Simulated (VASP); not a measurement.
# Ag (Fm-3m) in VASP: notebook

The runs below take Ag through single point, relaxation of cell and atoms, with PBEsol.

All numbers are computed with VASP 6.6.1; they aren't measurements. Logs are shortened: lines on timing, memory, paths and dates and some standing lists are left out, and cuts for length are marked.

### 1 The cell of the first run

The structure is cubic, space group Fm-3m (No. 225). The conventional cell has a = 4.054 Å, b = 4.054 Å, c = 4.054 Å, α = 90.00°, β = 90.00°, γ = 90.00°. Within 3.8 Å of Ag (site symmetry m-3m) lie 12 Ag at 2.87 Å.

### 2 Single point, PBEsol

Contents of INCAR:

```
SYSTEM = Ag
  ALGO = Fast
  EDIFF = 1E-7
  ENCUT = 520
  GGA = PS
  ISIF = 2
  ISMEAR = 0
  LASPH = .TRUE.
  LCHARG = .FALSE.
  LREAL = Auto
  LWAVE = .FALSE.
  NBANDS = 168
  NELM = 80
  PREC = Accurate
  SIGMA = 0.1
```

Contents of KPOINTS:

```
k-points
0
G
  4 4 4
  0 0 0
```

Contents of POSCAR:

```
Ag
1.0
    0.0000000000      6.0816542764     -6.0816542764
    6.0816542764      6.0816542764      0.0000000000
    6.0816542764      0.0000000000     -6.0816542764
Ag
27
Direct
    0.6666666667      0.0000000000      0.6666666667
    0.6666666667      0.3333333333      0.6666666667
    0.6666666667      0.6666666667      0.6666666667
    0.3333333333      1.0000000000      0.6666666667
    0.3333333333      0.3333333333      0.6666666667
    0.3333333333      0.6666666667      0.6666666667
    0.0000000000      0.0000000000      0.6666666667
    0.0000000000      0.3333333333      0.6666666667
    0.0000000000      0.6666666667      0.6666666667
    0.6666666667      1.0000000000      0.3333333333
    0.6666666667      0.3333333333      0.3333333333
    0.6666666667      0.6666666667      0.3333333333
    0.3333333333      0.0000000000      0.3333333333
    0.3333333333      0.3333333333      0.3333333333
    0.3333333333      0.6666666667      0.3333333333
    0.0000000000      0.0000000000      0.3333333333
    0.0000000000      0.3333333333      0.3333333333
    0.0000000000      0.6666666667      0.3333333333
    0.6666666667      0.0000000000      0.0000000000
    0.6666666667      0.3333333333      0.0000000000
    0.6666666667      0.6666666667      0.0000000000
    0.3333333333      0.0000000000      0.0000000000
    0.3333333333      0.3333333333      0.0000000000
    0.3333333333      0.6666666667      0.0000000000
    0.0000000000      0.0000000000      0.0000000000
    0.0000000000      0.3333333333      0.0000000000
    0.0000000000      0.6666666667      0.0000000000
```

Potentials or basis: VASP PAW PBE potentials, release 64 (Ag).

The run is started by

```console
$ cat potpaw_PBE.64/Ag/POTCAR > POTCAR
$ mpirun -np 1 vasp_std > vasp.out
```

OUTCAR:

```text
SYSTEM = Ag
   EDIFF = 1E-7
   ENCUT = 520
   GGA = PS
   ISIF = 2
   ISMEAR = 0
   LASPH = .TRUE.
   LREAL = Auto
   NELM = 80
   PREC = Accurate

 ion  position               nearest neighbor table
   1  0.667  0.000  0.667-   2 2.87   3 2.87   7 2.87   9 2.87  19 2.87  21 2.87  16 2.87   5 2.87
                            11 2.87  22 2.87  10 2.87   4 2.87
   2  0.667  0.333  0.667-   1 2.87   7 2.87   8 2.87  19 2.87  20 2.87  17 2.87  23 2.87  12 2.87
                             6 2.87   3 2.87   5 2.87  11 2.87
   3  0.667  0.667  0.667-   1 2.87   9 2.87  21 2.87   4 2.87  10 2.87  18 2.87  20 2.87   8 2.87
                            24 2.87   2 2.87  12 2.87   6 2.87
   4  0.333  0.000  0.667-   5 2.87   6 2.87   7 2.87   8 2.87  22 2.87  24 2.87  25 2.87  14 2.87
                             3 2.87  10 2.87  13 2.87   1 2.87
   5  0.333  0.333  0.667-   4 2.87   8 2.87  22 2.87  23 2.87  26 2.87   9 2.87   1 2.87  14 2.87
                            15 2.87   2 2.87   6 2.87  11 2.87
   6  0.333  0.667  0.667-   4 2.87   7 2.87   9 2.87  24 2.87  27 2.87  13 2.87  23 2.87   5 2.87
                            15 2.87   3 2.87   2 2.87  12 2.87
   7  0.000  0.000  0.667-   1 2.87   2 2.87   4 2.87   6 2.87   8 2.87   9 2.87  19 2.87  25 2.87
                            27 2.87  17 2.87  13 2.87  16 2.87
   8  0.000  0.333  0.667-   2 2.87   4 2.87   5 2.87   7 2.87  20 2.87  25 2.87  26 2.87  14 2.87
                             3 2.87   9 2.87  17 2.87  18 2.87
   9  0.000  0.667  0.667-   1 2.87   3 2.87   6 2.87   7 2.87  21 2.87  27 2.87  16 2.87   5 2.87
                            26 2.87  15 2.87  18 2.87   8 2.87
  10  0.667  0.000  0.333-  11 2.87  12 2.87  16 2.87  18 2.87  19 2.87  20 2.87  25 2.87  14 2.87
                             3 2.87   1 2.87   4 2.87  13 2.87
  11  0.667  0.333  0.333-  10 2.87  16 2.87  17 2.87  20 2.87  26 2.87  21 2.87   1 2.87   5 2.87
                             2 2.87  12 2.87  14 2.87  15 2.87
[... 15 lines left out ...]
                            27 2.87  13 2.87  23 2.87  22 2.87
  20  0.667  0.333  0.000-   2 2.87   8 2.87  10 2.87  11 2.87  19 2.87  25 2.87  26 2.87  14 2.87
                             3 2.87  24 2.87  21 2.87  23 2.87
  21  0.667  0.667  0.000-   1 2.87   3 2.87   9 2.87  12 2.87  19 2.87  27 2.87  11 2.87  22 2.87
                            26 2.87  15 2.87  20 2.87  24 2.87
  22  0.333  0.000  0.000-   4 2.87   5 2.87  13 2.87  15 2.87  16 2.87  23 2.87  24 2.87  25 2.87
                            26 2.87   1 2.87  21 2.87  19 2.87
  23  0.333  0.333  0.000-   5 2.87  13 2.87  14 2.87  17 2.87  22 2.87  26 2.87  19 2.87   6 2.87
                             2 2.87  27 2.87  20 2.87  24 2.87
  24  0.333  0.667  0.000-   4 2.87   6 2.87  15 2.87  18 2.87  22 2.87  25 2.87  27 2.87  14 2.87
                             3 2.87  23 2.87  21 2.87  20 2.87
  25  0.000  0.000  0.000-   4 2.87   7 2.87   8 2.87  10 2.87  16 2.87  18 2.87  19 2.87  20 2.87
                            22 2.87  24 2.87  26 2.87  27 2.87
  26  0.000  0.333  0.000-   5 2.87   8 2.87  11 2.87  16 2.87  17 2.87  20 2.87  22 2.87  23 2.87
                            25 2.87  21 2.87   9 2.87  27 2.87
  27  0.000  0.667  0.000-   6 2.87   7 2.87   9 2.87  12 2.87  18 2.87  19 2.87  21 2.87  24 2.87
                            25 2.87  17 2.87  23 2.87  26 2.87

  LATTYP: Found a face centered cubic cell.
 ALAT       =    12.1633085528

  Lattice vectors:

 A1 = (   0.0000000000,   6.0816542764,  -6.0816542764)
 A2 = (   6.0816542764,   6.0816542764,   0.0000000000)
 A3 = (   6.0816542764,   0.0000000000,  -6.0816542764)

Analysis of symmetry for initial positions (statically):
=====================================================================
 Subroutine PRICEL returns following result:

  LATTYP: Found a face centered cubic cell.
 ALAT       =     4.0544361839

  Lattice vectors:

 A1 = (   0.0000000000,   2.0272180919,  -2.0272180919)
 A2 = (   2.0272180919,   2.0272180919,   0.0000000000)
 A3 = (   2.0272180919,   0.0000000000,  -2.0272180919)

  27 primitive cells build up your supercell.

 Routine SETGRP: Setting up the symmetry group for a
 face centered cubic supercell.

 Subroutine GETGRP returns: Found 48 space group operations
 (whereof 48 operations were pure point group operations)
 out of a pool of 48 trial point group operations.

The static configuration has the point symmetry O_h .

Analysis of symmetry for dynamics (positions and initial velocities):
=====================================================================
 Subroutine PRICEL returns following result:

  LATTYP: Found a face centered cubic cell.
 ALAT       =     4.0544361839

  Lattice vectors:

 A1 = (   0.0000000000,   2.0272180919,  -2.0272180919)
 A2 = (   2.0272180919,   2.0272180919,   0.0000000000)
 A3 = (   2.0272180919,   0.0000000000,  -2.0272180919)

  27 primitive cells build up your supercell.

[... 77 lines left out ...]
   NGXF,Y,Z  is equivalent  to a cutoff of  24.74, 24.74, 24.74 a.u.
 SYSTEM =  Ag
   PREC   = accura    normal or accurate (medium, high low for compatibility)
   ISTART =      0    job   : 0-new  1-cont  2-samecut
   ICHARG =      2    charge: 1-file 2-atom 10-const
   ISPIN  =      1    spin polarized calculation?
   LNONCOLLINEAR =      F non collinear calculations
   LSORBIT =      F    spin-orbit coupling
   LASPH  =      T    aspherical Exc in radial PAW
   ENCUT  =  520.0 eV  38.22 Ry    6.18 a.u.  15.99 15.99 15.99*2*pi/ulx,y,z
   NELM   =     80;   NELMIN=  2; NELMDL= -5     # of ELM steps
   EDIFF  = 0.1E-06   stopping-criterion for ELM
   LREAL  =      T    real-space projection
   EDIFFG = 0.1E-05   stopping-criterion for IOM
   NSW    =      0    number of steps for IOM
   IBRION =     -1    ionic relax: 0-MD 1-quasi-New 2-CG
   NFREE  =      0    steps in history (QN), initial steepest desc. (CG)
   ISIF   =      2    stress and relaxation
   ISYM   =      2    0-nonsym 1-usesym 2-fastsym
   POTIM  = 0.5000    time-step for ionic-motion
   TEBEG  =    0.0;   TEEND  =   0.0 temperature during run
   PSTRESS=    0.0 pullay stress
   NELECT =     297.0000    total number of electrons
   NUPDOWN=      -1.0000    fix difference up-down
   EMIN   =  10.00;   EMAX   =-10.00  energy-range for DOS
   EFERMI =   0.00;   METHOD = LEGACY
   ISMEAR =     0;   SIGMA  =   0.10  broadening in eV -4-tet -1-fermi 0-gaus
   EFERMI_NEDOS =   21; number of points for ismear=-14 and -15
   IALGO  =     68    algorithm
   IMIX   =      4    mixing-type and parameters
     AMIX     =   0.40;   BMIX     =  1.00
     AMIX_MAG =   1.60;   BMIX_MAG =  1.00
  volume/ion in A,a.u.               =      16.66       112.44
  Fermi-wavevector in a.u.,A,eV,Ry     =   1.425483  2.693772 27.647047  2.032001
  Thomas-Fermi vector in A             =   2.545862
   LORBIT       =      0    0 simple, 1 ext, 2 COOP (PROOUT), +10 PAW based schemes
   GGA     = PS    functional components
   LHFCALC =     F    Hartree Fock is set to
   AEXX    =    0.0000 exact exchange contribution
   IVDW    =     0    specifies the selected vdW correction
   LEPSILON=     F    determine dielectric tensor
   LRPA    =     F    only Hartree local field effects (RPA)
 non-spin polarized calculation
 RMM-DIIS sequential band-by-band and
 Gauss-broadening in eV      SIGMA  =   0.10
  energy-cutoff  :      520.00
  volume of cell :      449.88
 maximum number of plane-waves:     12180
   NGX = 31   NGY = 31   NGZ = 31

 number of electron     297.0000007 magnetization

 Free energy of the ion-electron system (eV)
  ---------------------------------------------------
  ext. energy  EPLUGINS =         0.00000000
  ---------------------------------------------------
  free energy    TOTEN  =       -89.22611164 eV

  energy without entropy =      -89.18022823  energy(sigma->0) =      -89.20316993

 E-fermi :   8.4675     XC(G=0): -12.5501

 val. band max:        8.4636429741   @ k =   0.5000   0.2500   0.0000
 cond. band min:       8.5678158984   @ k =  -0.2500   0.5000   0.2500
 fundamental gap:      0.1041729243
 Fermi energy:         8.4675331148

 k-point     1 :       0.0000    0.0000    0.0000
  band No.  band energies     occupation
      1       0.5524      2.00000
      2       2.1292      2.00000
      3       2.1292      2.00000
      4       2.1292      2.00000
      5       2.1292      2.00000
      6       2.1292      2.00000
[... 1293 lines left out ...]
    159      10.6907      0.00000
    160      10.8438      0.00000
 [bands above 160 left out]

------------------------ aborting loop because EDIFF is reached ----------------------------------------

  FORCE on cell =-STRESS in cart. coord.  units (eV):
  Direction    XX          YY          ZZ          XY          YZ          ZX
  --------------------------------------------------------------------------------------
  -------------------------------------------------------------------------------------
  Total       -0.5509274     -0.5509274     -0.5509274      0.0000000      0.0000000      0.0000000
  in kB       -1.9620485     -1.9620485     -1.9620485      0.0000000      0.0000000      0.0000000
  external PRESSURE =      -1.9620485 kB  Pullay stress =       0.0000000 kB

 VOLUME and BASIS-vectors are now :
 -----------------------------------------------------------------------------
  energy-cutoff  :      520.00
  volume of cell :      449.88
      direct lattice vectors                 reciprocal lattice vectors
     0.000000000  6.081654276 -6.081654276    -0.082214473  0.082214473 -0.082214473
     6.081654276  6.081654276  0.000000000     0.082214473  0.082214473  0.082214473
     6.081654276  0.000000000 -6.081654276     0.082214473 -0.082214473 -0.082214473

 POSITION                                       TOTAL-FORCE (eV/Angst)
 -----------------------------------------------------------------------------------
      4.05444      4.05444     -8.10887        -0.000000     -0.000000     -0.000000
      6.08165      6.08165     -8.10887        -0.000000     -0.000000      0.000000
      8.10887      8.10887     -8.10887         0.000000      0.000000      0.000000
      4.05444      2.02722     -6.08165        -0.000000     -0.000000      0.000000
      6.08165      4.05444     -6.08165         0.000000     -0.000000      0.000000
      8.10887      6.08165     -6.08165         0.000000     -0.000000     -0.000000
[... 19 lines left out ...]
      2.02722      2.02722      0.00000        -0.000000     -0.000000     -0.000000
      4.05444      4.05444      0.00000        -0.000000      0.000000      0.000000
 -----------------------------------------------------------------------------------
    total drift:                                0.000000     -0.000000     -0.000000

  FREE ENERGIE OF THE ION-ELECTRON SYSTEM (eV)
  ---------------------------------------------------
  free  energy   TOTEN  =       -89.2261116390 eV

  energy  without entropy=      -89.1802282274  energy(sigma->0) =      -89.20316993
```

It took 21 min on 1 thread of Intel Xeon Platinum 8488C (Sapphire Rapids), shared host; peak memory 0.77 GiB.

Results:

```yaml
Free_energy: -89.2261 eV
Pressure: -0.2 GPa
```

Caveat: the PAW data sets were made with another functional, which shifts forces and pressure a little.

### 3 Single point, PBEsol

This run uses another cell than the first one: it holds 1 atom, not 27.

Contents of INCAR:

```
  PREC = Accurate
  ENCUT = 520
  EDIFF = 1E-7
  ISMEAR = 0
  SIGMA = 0.1
  LREAL = F
  LASPH = T
  NELM = 80
  ALGO = Normal
  ISIF = 2
  LWAVE = F
  LCHARG = F
  GGA = PS
  NBANDS = 12
```

Contents of KPOINTS:

```
Automatic mesh
0
Gamma
  8 8 8
```

Contents of POSCAR:

```
Ag
1.0
    0.0000000000      2.0521781800      2.0521781800
    2.0521781800      0.0000000000      2.0521781800
    2.0521781800      2.0521781800      0.0000000000
Ag
1
Direct
    0.0000000000      0.0000000000      0.0000000000
```

Potentials or basis: VASP PAW PBE potentials, release 64 (Ag).

The run is started by

```console
$ cat potpaw_PBE.64/Ag/POTCAR > POTCAR
$ mpirun -np 1 vasp_std > vasp.out
```

It took 6.9 s on 1 thread of AMD EPYC 7R43 (Zen 3), shared host; peak memory 0.1 GiB.

Results (log left out):

```yaml
Free_energy: -3.2721 eV
Pressure: -3.6 GPa
```

Levels at points of the mesh, in eV from the Fermi level:
| k point | band 4 | band 5 | band 6 | band 7 | band 8 | band 9 |
| --- | --- | --- | --- | --- | --- | --- |
| (0.00, 0.00, 0.00) | -4.50 | -3.48 | -3.48 | 16.17 | 19.66 | 19.66 |
| (0.50, 0.00, 0.00) | -2.70 | -2.70 | -0.21 | 3.73 | 15.40 | 17.89 |
| (0.50, 0.50, 0.00) | -2.49 | -2.49 | 1.77 | 6.83 | 10.75 | 10.75 |

Caveat: the PAW data sets were made with another functional, which shifts forces and pressure a little.

### 4 Single point, PBEsol

This run uses another cell than the first one: it holds 1 atom, not 27.

Contents of INCAR:

```
SYSTEM = Ag
PREC = Accurate ; ENCUT = 520
EDIFF = 1E-6 ; ISMEAR = 0
SIGMA = 0.1 ; LREAL = .FALSE.
LASPH = .TRUE. ; NELM = 60
ALGO = Fast ; ISIF = 2
LWAVE = .FALSE. ; LCHARG = .TRUE.
GGA = PS ; LELF = .TRUE.
LVHAR = .TRUE. ; NBANDS = 12
```

Contents of KPOINTS:

```
Automatic mesh
0
G
  18 18 18
  0 0 0
```

Contents of POSCAR:

```
Ag
1.0
    0.0000000000      2.0272180921      2.0272180921
    2.0272180921      0.0000000000      2.0272180921
    2.0272180921      2.0272180921      0.0000000000
Ag
1
Direct
    0.0000000000      0.0000000000      0.0000000000
```

The run is started by

```console
$ cat potpaw_PBE.64/Ag/POTCAR > POTCAR
$ mpirun -np 1 vasp_std > vasp.out
```

Wall time 47 s (1 thread of AMD EPYC 7R43 (Zen 3), shared host); peak memory 0.13 GiB.

Results (log left out):

```
Free energy : -3.3121 eV
Pressure    : -0.1 GPa
```

Levels at points of the mesh, in eV from the Fermi level:
| k point | band 4 | band 5 | band 6 | band 7 | band 8 | band 9 |
| --- | --- | --- | --- | --- | --- | --- |
| (0.00, 0.00, 0.00) | -4.81 | -3.72 | -3.72 | 16.08 | 19.79 | 19.79 |
| (0.50, 0.00, 0.00) | -2.88 | -2.88 | -0.47 | 3.76 | 15.32 | 18.10 |
| (0.50, 0.50, 0.00) | -2.67 | -2.67 | 1.57 | 6.95 | 10.77 | 10.77 |

Caveat: the PAW data sets were made with another functional, which shifts forces and pressure a little.

### 5 Relaxation of cell and atoms, PBEsol

This run uses another cell than the first one: it holds 1 atom, not 27.

Contents of INCAR:

```
PREC = Accurate
ENCUT = 600
EDIFF = 1E-6
ISMEAR = 0
SIGMA = 0.1
LREAL = False
LASPH = True
NELM = 80
ALGO = Normal
ISIF = 3
LWAVE = False
LCHARG = False
GGA = PS
IBRION = 2
NSW = 100
EDIFFG = -0.005
```

Contents of KPOINTS:

```
regular mesh
0
Gamma
  18 18 18
```

Contents of POSCAR:

```
Ag
1.0
    0.0000000000      2.0521781800      2.0521781800
    2.0521781800      0.0000000000      2.0521781800
    2.0521781800      2.0521781800      0.0000000000
Ag
1
Direct
    0.0000000000      0.0000000000      0.0000000000
```

The run is started by

```console
$ cat potpaw_PBE.64/Ag/POTCAR > POTCAR
$ mpirun -np 1 vasp_std > vasp.out
```

It took 56 s on 1 thread of AMD EPYC 7R43 (Zen 3), shared host; peak memory 0.15 GiB.

Results (log left out):

| Quantity | Value |
| --- | --- |
| Free energy | -3.3126 eV |
| Relaxed volume | 16.63 Å³/atom |
| Relaxed cell | a = 2.865 Å, b = 2.865 Å, c = 2.865 Å, α = 60.00°, β = 60.00°, γ = 60.00° |
| Space group after relaxing (to 0.05 Å) | Fm-3m (No. 225) |
| Energy gained by relaxing | 8.9 meV/atom |
| Ionic steps | 3 |
| Pressure after relaxing | 0.0 GPa |

The path:
```tsv
step	energy change (eV)	largest force (eV/Å)	pressure (GPa)	volume (Å³)
1	0.0000	0.0000	-4.15	17.29
2	-0.0042	0.0000	3.52	16.19
3	-0.0089	0.0000	-0.01	16.63
```

Final structure:
```xyz
1
Lattice="0.0000 2.0260 2.0260 2.0260 0.0000 2.0260 2.0260 2.0260 0.0000" Properties=species:S:1:pos:R:3 pbc="T T T"
Ag    0.0000    0.0000    0.0000
```

Levels at points of the mesh, in eV from the Fermi level:
```
           k point  band 4  band 5  band 6  band 7  band 8  band 9
(0.00, 0.00, 0.00)   -4.81   -3.72   -3.72   16.09   19.81   19.81
(0.50, 0.00, 0.00)   -2.88   -2.88   -0.48    3.77   15.32   18.12
(0.50, 0.50, 0.00)   -2.67   -2.67    1.57    6.96   10.78   10.78
```

Caveat: the PAW data sets were made with another functional, which shifts forces and pressure a little.

### 6 Summary

```csv
task,cell,k mesh,cutoff (eV),gap on the mesh (eV),pressure (GPa)
single point,"a = 8.601 Å, angles 60.0°, 27 atoms",4 × 4 × 4,520,none,-0.2
single point,"a = 2.902 Å, angles 60.0°, 1 atom",8 × 8 × 8,520,none,-3.6
single point,"a = 2.867 Å, angles 60.0°, 1 atom",18 × 18 × 18,520,none,-0.1
relaxation of cell and atoms,"relaxed from a = 2.902 Å, angles 60.0°, 1 atom",18 × 18 × 18,600,none,0.0
```

Alike in all rows: level PBEsol; potentials or basis VASP PAW PBE potentials, release 64 (Ag); no spin polarisation; smearing gaussian 0.1 eV.

Caveats: the PAW data sets were made with another functional, which shifts forces and pressure a little.

Absolute energies hang on the potentials; compare differences alone.
